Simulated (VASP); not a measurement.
# Li2ZnO2 (P-3m1) in VASP: density of states with PBE

Aim: the density of states of Li2ZnO2 with PBE.

Everything below comes from runs of VASP 6.6.1. Logs are shortened: lines on timing, memory, paths and dates and some standing lists are left out, and cuts for length are marked.

### Step 1. The cell of the first run

The structure is trigonal, space group P-3m1 (No. 164). The conventional cell has a = 3.160 Å, b = 3.160 Å, c = 5.178 Å, α = 90.00°, β = 90.00°, γ = 120.00°. Within 2.6 Å of Li (site symmetry 3m) lie 4 O at 1.93 to 2.07 Å and 3 Li at 2.33 Å. Within 2.9 Å of Zn (site symmetry -3m) lie 6 O at 2.21 Å and 6 Li at 2.61 Å. Within 2.6 Å of O (site symmetry 3m) lie 4 Li at 1.93 to 2.07 Å and 3 Zn at 2.21 Å.

### Step 2. Density of states, PBE

Contents of POSCAR:

```
Li2ZnO2
1.0
    3.1597202814      0.0000000000      0.0000000000
   -1.5798601407      2.7363980325      0.0000000000
    0.0000000000      0.0000000000      5.1779434802
Li Zn O
2 1 2
Direct
    0.6666666667      0.3333333333      0.6404971228
    0.3333333333      0.6666666667      0.3595028772
    0.0000000000      0.0000000000      0.0000000000
    0.6666666667      0.3333333333      0.2406659449
    0.3333333333      0.6666666667      0.7593340551
```

Contents of INCAR.step1:

```
PREC = Accurate ; ENCUT = 520
EDIFF = 1E-7 ; ISMEAR = 0
SIGMA = 0.02 ; LREAL = F
LASPH = T ; NELM = 80
ALGO = Normal ; ISIF = 2
LWAVE = F ; LCHARG = T
GGA = PE ; NBANDS = 23
```

Contents of KPOINTS.step1:

```
regular mesh
0
Gamma
  12 12 6
```

Contents of INCAR.step2:

```
PREC = Accurate ; ENCUT = 520
EDIFF = 1E-7 ; ISMEAR = -5
SIGMA = 0.02 ; LREAL = F
LASPH = T ; NELM = 80
ALGO = Normal ; ISIF = 2
LWAVE = F ; LCHARG = F
GGA = PE ; LORBIT = 10
NBANDS = 23 ; NEDOS = 2001
ICHARG = 11
```

Contents of KPOINTS.step2:

```
regular mesh
0
Gamma
  18 18 9
```

Potentials or basis: VASP PAW PBE potentials, release 64 (Li_sv, Zn, O).

Command:

```sh
$ cat potpaw_PBE.64/Li_sv/POTCAR potpaw_PBE.64/Zn/POTCAR potpaw_PBE.64/O/POTCAR > POTCAR
$ cp INCAR.step1 INCAR
$ cp KPOINTS.step1 KPOINTS
$ mpirun -np 1 vasp_std > vasp.out
$ cp INCAR.step2 INCAR
$ cp KPOINTS.step2 KPOINTS
$ mpirun -np 1 vasp_std > vasp.out
```

OUTCAR:

```text
PREC = Accurate
   ENCUT = 520
   EDIFF = 1E-7
   ISMEAR = -5
   LREAL = F
   LASPH = T
   NELM = 80
   ISIF = 2
   GGA = PE
   LORBIT = 10
   ICHARG = 11

 ion  position               nearest neighbor table
   1  0.667  0.333  0.640-   5 1.93   5 1.93   5 1.93   4 2.07   2 2.33   2 2.33   2 2.33   3 2.61
                             3 2.61   3 2.61
   2  0.333  0.667  0.360-   4 1.93   4 1.93   4 1.93   5 2.07   1 2.33   1 2.33   1 2.33   3 2.61
                             3 2.61   3 2.61
   3  0.000  0.000  0.000-   4 2.21   5 2.21   5 2.21   4 2.21   4 2.21   5 2.21   1 2.61   2 2.61
                             2 2.61   1 2.61   2 2.61   1 2.61
   4  0.667  0.333  0.241-   2 1.93   2 1.93   2 1.93   1 2.07   3 2.21   3 2.21   3 2.21
   5  0.333  0.667  0.759-   1 1.93   1 1.93   1 1.93   2 2.07   3 2.21   3 2.21   3 2.21

  LATTYP: Found a hexagonal cell.
 ALAT       =     3.1597202814
 C/A-ratio  =     1.6387347673

  Lattice vectors:

 A1 = (   3.1597202814,   0.0000000000,   0.0000000000)
 A2 = (  -1.5798601407,   2.7363980325,   0.0000000000)
 A3 = (   0.0000000000,   0.0000000000,   5.1779434802)

Analysis of symmetry for initial positions (statically):
=====================================================================
 Subroutine PRICEL returns:
 Original cell was already a primitive cell.

 Routine SETGRP: Setting up the symmetry group for a
 hexagonal supercell.

 Subroutine GETGRP returns: Found 12 space group operations
 (whereof 12 operations were pure point group operations)
 out of a pool of 24 trial point group operations.

The static configuration has the point symmetry D_3d.

Analysis of symmetry for dynamics (positions and initial velocities):
=====================================================================
 Subroutine PRICEL returns:
 Original cell was already a primitive cell.

 Routine SETGRP: Setting up the symmetry group for a
 hexagonal supercell.

 Subroutine GETGRP returns: Found 12 space group operations
 (whereof 12 operations were pure point group operations)
 out of a pool of 24 trial point group operations.

The dynamic configuration has the point symmetry D_3d.

 Subroutine INISYM returns: Found 12 space group operations
 (whereof 12 operations are pure point group operations),
 and found     1 'primitive' translations

----------------------------------------------------------------------------------------

                                     Primitive cell

  volume of cell :      44.7698

  direct lattice vectors                    reciprocal lattice vectors
     3.159720281  0.000000000  0.000000000     0.316483711  0.182721956  0.000000000
    -1.579860141  2.736398032  0.000000000     0.000000000  0.365443911  0.000000000
     0.000000000  0.000000000  5.177943480     0.000000000  0.000000000  0.193126867

  length of vectors
     3.159720281  3.159720281  5.177943480     0.365443911  0.365443911  0.193126867

  position of ions in fractional coordinates (direct lattice)
     0.666666667  0.333333333  0.640497123
     0.333333333  0.666666667  0.359502877
     0.000000000  0.000000000  0.000000000
     0.666666667  0.333333333  0.240665945
     0.333333333  0.666666667  0.759334055

  ion indices of the primitive-cell ions
   primitive index   ion index
                 1           1
                 2           2
                 3           3
                 4           4
                 5           5

----------------------------------------------------------------------------------------

 KPOINTS: regular mesh

Automatic generation of k-mesh.
 Grid dimensions read from file:
 generate k-points for:   18   18    9

 Generating k-lattice:

  Cartesian coordinates                     Fractional coordinates (reciprocal lattice)
     0.017582428  0.010151220  0.000000000     0.055555556  0.000000000  0.000000000
     0.000000000  0.020302440  0.000000000     0.000000000  0.055555556  0.000000000
     0.000000000  0.000000000  0.021458541     0.000000000  0.000000000  0.111111111

  Length of vectors
     0.020302440  0.020302440  0.021458541

  Shift w.r.t. Gamma in fractional coordinates (k-lattice)
     0.000000000  0.000000000  0.000000000

 TETIRR: Found   4263 inequivalent tetrahedra from    17496

 Subroutine IBZKPT returns following result:
 ===========================================

 Found    293 irreducible k-points:

 Following reciprocal coordinates:
            Coordinates               Weight
  0.000000  0.000000  0.000000      1.000000
  0.055556  0.000000  0.000000      6.000000
  0.111111  0.000000  0.000000      6.000000
  0.166667 -0.000000  0.000000      6.000000
  0.222222  0.000000  0.000000      6.000000
  0.277778 -0.000000  0.000000      6.000000
[... 16 lines left out ...]
  0.333333  0.111111  0.000000     12.000000
  0.388889  0.111111  0.000000     12.000000
 [... further k-points ...]
   k-points           NKPTS =    293   k-points in BZ     NKDIM =    293   number of bands    NBANDS=     23
   number of dos      NEDOS =   2001   number of ions     NIONS =      5
   total plane-waves  NPLWV =  23040
   dimension x,y,z NGX =    24 NGY =   24 NGZ =   40
   dimension x,y,z NGXF=    48 NGYF=   48 NGZF=   80
   ions per type =               2   1   2
   NGX,Y,Z   is equivalent  to a cutoff of  12.63, 12.63, 12.84 a.u.
   NGXF,Y,Z  is equivalent  to a cutoff of  25.25, 25.25, 25.69 a.u.
 SYSTEM =  unknown system
   PREC   = accura    normal or accurate (medium, high low for compatibility)
   ISTART =      0    job   : 0-new  1-cont  2-samecut
   ICHARG =     11    charge: 1-file 2-atom 10-const
   ISPIN  =      1    spin polarized calculation?
   LNONCOLLINEAR =      F non collinear calculations
   LSORBIT =      F    spin-orbit coupling
   LASPH  =      T    aspherical Exc in radial PAW
   ENCUT  =  520.0 eV  38.22 Ry    6.18 a.u.   5.87  5.87  9.63*2*pi/ulx,y,z
   NELM   =     80;   NELMIN=  2; NELMDL=  0     # of ELM steps
   EDIFF  = 0.1E-06   stopping-criterion for ELM
   LREAL  =      F    real-space projection
   EDIFFG = 0.1E-05   stopping-criterion for IOM
   NSW    =      0    number of steps for IOM
   IBRION =     -1    ionic relax: 0-MD 1-quasi-New 2-CG
   NFREE  =      0    steps in history (QN), initial steepest desc. (CG)
   ISIF   =      2    stress and relaxation
   ISYM   =      2    0-nonsym 1-usesym 2-fastsym
   POTIM  = 0.5000    time-step for ionic-motion
   TEBEG  =    0.0;   TEEND  =   0.0 temperature during run
   PSTRESS=    0.0 pullay stress
   NELECT =      30.0000    total number of electrons
   NUPDOWN=      -1.0000    fix difference up-down
   EMIN   =  10.00;   EMAX   =-10.00  energy-range for DOS
   EFERMI =   0.00;   METHOD = LEGACY
   ISMEAR =    -5;   SIGMA  =   0.02  broadening in eV -4-tet -1-fermi 0-gaus
   EFERMI_NEDOS =   21; number of points for ismear=-14 and -15
   IALGO  =     38    algorithm
   IMIX   =      4    mixing-type and parameters
     AMIX     =   0.40;   BMIX     =  1.00
     AMIX_MAG =   1.60;   BMIX_MAG =  1.00
  volume/ion in A,a.u.               =       8.95        60.42
  Fermi-wavevector in a.u.,A,eV,Ry     =   1.432584  2.707192 27.923205  2.052298
  Thomas-Fermi vector in A             =   2.552196
   LORBIT       =     10    0 simple, 1 ext, 2 COOP (PROOUT), +10 PAW based schemes
   GGA     = PE    functional components
   LHFCALC =     F    Hartree Fock is set to
   AEXX    =    0.0000 exact exchange contribution
   IVDW    =     0    specifies the selected vdW correction
   LEPSILON=     F    determine dielectric tensor
   LRPA    =     F    only Hartree local field effects (RPA)
 non-spin polarized calculation
 Fermi weights with tetrahedron method with Bloechl corrections
  energy-cutoff  :      520.00
  volume of cell :       44.77
 maximum number of plane-waves:      1224

 number of electron      29.9999983 magnetization

 Free energy of the ion-electron system (eV)
  ---------------------------------------------------
  ext. energy  EPLUGINS =         0.00000000
  ---------------------------------------------------
  free energy    TOTEN  =       -23.05284734 eV

  energy without entropy =      -23.05284734  energy(sigma->0) =      -23.05284734

 E-fermi :   1.7504     XC(G=0): -10.8272

 val. band max:        1.7332360866   @ k =   0.0000   0.0000   0.4444
 cond. band min:       4.6640215768   @ k =   0.0000   0.0000   0.0000
 fundamental gap:      2.9307854902
 Fermi energy:         1.7503535520

 k-point     1 :       0.0000    0.0000    0.0000
  band No.  band energies     occupation
      1     -41.3635      2.00000
      2     -41.2100      2.00000
      3     -14.9754      2.00000
      4     -14.2220      2.00000
      5      -3.6194      2.00000
      6      -3.0045      2.00000
[... 15 lines left out ...]
     22      16.3720      0.00000
     23      16.8192      0.00000

 k-point     2 :       0.0556    0.0000    0.0000
  band No.  band energies     occupation
      1     -41.3621      2.00000
      2     -41.2106      2.00000
      3     -14.9590      2.00000
      4     -14.2187      2.00000
      5      -3.5912      2.00000
      6      -3.0060      2.00000
[... 15 lines left out ...]
     22      16.3799      0.00000
     23      16.8963      0.00000

 k-point     3 :       0.1111    0.0000    0.0000
  band No.  band energies     occupation
      1     -41.3577      2.00000
      2     -41.2124      2.00000
      3     -14.9109      2.00000
      4     -14.2091      2.00000
      5      -3.5093      2.00000
      6      -3.0090      2.00000
[... 15 lines left out ...]
     22      16.3482      0.00000
     23      16.7902      0.00000
[... 495 lines left out ...]
 k-point    23 :       0.3333    0.1111    0.0000
  band No.  band energies     occupation
      1     -41.3058      2.00000
      2     -41.2405      2.00000
      3     -14.3881      2.00000
      4     -14.1581      2.00000
      5      -3.2928      2.00000
      6      -2.9697      2.00000
[... 15 lines left out ...]
     22      15.3259      0.00000
     23      16.2963      0.00000

 k-point    24 :       0.3889    0.1111    0.0000
  band No.  band energies     occupation
      1     -41.2972      2.00000
      2     -41.2466      2.00000
      3     -14.3080      2.00000
      4     -14.1747      2.00000
      5      -3.4098      2.00000
      6      -2.9630      2.00000
[... 15 lines left out ...]
     22      15.1935      0.00000
     23      16.2977      0.00000

 [... further k-points ...]
[... 5 lines left out ...]
  --------------------------------------------------------------------------------------
  -------------------------------------------------------------------------------------
  Total        0.1161789      0.1161789      0.0607076     -0.0000000      0.0000000     -0.0000000
  in kB        4.1576964      4.1576964      2.1725427     -0.0000000      0.0000000     -0.0000000
  external PRESSURE =       3.4959785 kB  Pullay stress =       0.0000000 kB

 VOLUME and BASIS-vectors are now :
 -----------------------------------------------------------------------------
  energy-cutoff  :      520.00
  volume of cell :       44.77
      direct lattice vectors                 reciprocal lattice vectors
     3.159720281  0.000000000  0.000000000     0.316483711  0.182721956  0.000000000
    -1.579860141  2.736398032  0.000000000     0.000000000  0.365443911  0.000000000
     0.000000000  0.000000000  5.177943480     0.000000000  0.000000000  0.193126867

 POSITION                                       TOTAL-FORCE (eV/Angst)
 -----------------------------------------------------------------------------------
      1.57986      0.91213      3.31646        -0.000000      0.000000     -0.009108
     -0.00000      1.82427      1.86149         0.000000      0.000000      0.009108
      0.00000      0.00000      0.00000         0.000000      0.000000     -0.000000
      1.57986      0.91213      1.24615         0.000000      0.000000      0.022161
     -0.00000      1.82427      3.93179         0.000000      0.000000     -0.022161
 -----------------------------------------------------------------------------------
    total drift:                               -0.000000     -0.000000      0.000000

  FREE ENERGIE OF THE ION-ELECTRON SYSTEM (eV)
  ---------------------------------------------------
  free  energy   TOTEN  =       -23.0528473354 eV

  energy  without entropy=      -23.0528473354  energy(sigma->0) =      -23.05284734

 total charge

# of ion       s       p       d       tot
------------------------------------------
    1        2.036   0.083   0.000   2.120
    2        2.036   0.083   0.000   2.120
    3        0.406   0.370   9.884  10.660
    4        1.550   3.454   0.000   5.003
    5        1.550   3.454   0.000   5.003
--------------------------------------------------
tot          7.578   7.443   9.884  24.906
```

It took 3.7 min on 1 thread of Oxide Virtual Turin-like, shared host; peak memory 0.34 GiB.

Results:

```yaml
Valence_electrons_inside_the_program's_atomic_spheres: Li 2.12; Zn 10.66; O 5.00
```

Levels at points of the mesh, in eV from the valence-band top:
| k point | band 13 | band 14 | band 15 | band 16 | band 17 | band 18 |
| --- | --- | --- | --- | --- | --- | --- |
| (0.00, 0.00, 0.00) | -0.41 | -0.20 | -0.20 | 2.93 | 7.19 | 9.25 |
| (0.50, 0.00, 0.00) | -1.94 | -0.59 | -0.19 | 6.66 | 7.55 | 7.61 |

Caveat: the cutoff is under 1.25 times the usual one of these potentials, so pressure, stress and relaxed cells hold a basis-set (Pulay) error.
